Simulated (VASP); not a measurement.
# SnTe (zincblende type): single point with r2SCAN

The system is SnTe (zincblende type).

```
Sn Te
1.0
     0.00000    3.32349    3.32349
     3.32349    0.00000    3.32349
     3.32349    3.32349    0.00000
Sn Te
1 1
Direct
  0.00000 0.00000 0.00000
  0.25000 0.25000 0.25000
```

| Property | Result |
| --- | --- |
| Program | VASP 6.6.1 |
| Task | single point |
| Functional | r2SCAN |
| Potentials or basis | VASP PAW PBE potentials, release 64 (Sn_d, Te) |
| Cutoff | 520 eV |
| k mesh | 12 × 12 × 12 |
| Occupations | fermi-dirac, width 0.1 eV |
| Spin | no spin polarisation |

```json
{
 "Pressure": "8.6 GPa",
 "Band gap on the k mesh": "zero (bands 10 and 11 overlap by 0.81 eV)"
}
```

Levels at points of the mesh, in eV from the Fermi level:
| k point | band 7 | band 8 | band 9 | band 10 | band 11 | band 12 | band 13 | band 14 |
| --- | --- | --- | --- | --- | --- | --- | --- | --- |
| (0.00, 0.00, 0.00) | -4.38 | -2.84 | -2.84 | -2.84 | 0.76 | 0.76 | 0.76 | 4.29 |
| (0.50, 0.00, 0.00) | -8.27 | -3.61 | -3.61 | -2.32 | 1.75 | 1.75 | 4.43 | 6.03 |
| (0.50, 0.50, 0.00) | -8.74 | -4.56 | -4.56 | -0.94 | -0.40 | 5.12 | 5.12 | 6.28 |

Run time: 3.5 min on 1 thread of Intel(R) Xeon(R) Platinum 8488C (Sapphire Rapids) (shared host), peak memory 0.28 GiB.

Caveat: the cell stands under pressure; the PAW data sets were made with another functional, which shifts forces and pressure a little; spin-orbit coupling is left out, which moves the levels of the heavy elements.
